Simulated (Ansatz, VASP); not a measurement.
## Two plane-wave programs on BeS

```
CELL_PARAMETERS angstrom
0.00000 2.43431 2.43431
2.43431 0.00000 2.43431
2.43431 2.43431 0.00000
ATOMIC_POSITIONS crystal
Be 0.00000 0.00000 0.00000
S 0.75000 0.75000 0.75000
```

Alike in both runs: task single point; functional r2SCANh; k mesh 6 × 6 × 6; no spin polarisation.

```csv
,VASP,Ansatz
version,VASP 6.6.1,Ansatz 0.2.0
potentials or method,"VASP PAW PBE potentials, release 64 (Be, S)","plane waves, PAW"
plane-wave cutoff (eV),520,500
occupations,"gaussian, width 0.01 eV",fixed
valence electrons in the cell,8,8
```

VASP gave:

* gap on the k mesh at the Fermi level (eV): 4.18
* pressure (GPa): -0.1

Q: Estimate Ansatz's values.

A: gap on the k mesh at the Fermi level (eV): 4.17; pressure (GPa): -0.3.

VASP's potentials were made for PBE, not for r2SCANh. Ansatz's warnings: stress exchange threshold loose, stress scf threshold loose.
